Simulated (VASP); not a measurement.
Set up this calculation in VASP 6.6.1, as the native input.

```yaml
Task: single point
Functional: PBEsol
Potentials_or_basis: VASP PAW PBE potentials, release 64 (Al, Co)
Cutoff: 520 eV
k_mesh: 14 × 14 × 14
Occupations: gaussian, width 0.1 eV
Spin: no spin polarisation
Dipole_correction: no
Further_INCAR_settings: ALGO = Normal; EDIFF = 1e-07; NBANDS = 13
```

The structure of AlCo lies in POSCAR:

```
AlCo
1.0
    1.9958737115     -1.9958737115      0.0000000000
    1.9958737115      1.9958737115      0.0000000000
    0.0000000000      0.0000000000      2.8226249911
Al Co
1 1
Direct
    0.0000000000      0.0000000000      0.0000000000
    0.5000000000      0.5000000000      0.5000000000
```

These files were run (other wordings do the same):

INCAR

```
SYSTEM = AlCo
ALGO = Normal ; EDIFF = 1E-7
ENCUT = 520 ; GGA = PS
ISIF = 2 ; ISMEAR = 0
LASPH = .True. ; LCHARG = .False.
LREAL = .False. ; LWAVE = .False.
NBANDS = 13 ; NELM = 60
PREC = Accurate ; SIGMA = 0.1
```

KPOINTS

```
k-points
0
Gamma
  14 14 14
  0 0 0
```

Potentials or basis: VASP PAW PBE potentials, release 64 (Al, Co).

Launch:

```console
$ cat potpaw_PBE.64/Al/POTCAR potpaw_PBE.64/Co/POTCAR > POTCAR
$ mpirun -np 1 vasp_std > vasp.out
```

Results of the run:

- Pressure: 0.1 GPa
- Band gap on the k mesh: zero (band 6 reaches 13.20 eV, above the bottom of band 7 at 10.58 eV)

Caveat: the PAW data sets were made with another functional, which shifts forces and pressure a little.

It took 29 s on 1 thread of Intel(R) Xeon(R) Platinum 8488C (Sapphire Rapids), on a shared host, peak memory 0.2 GiB.
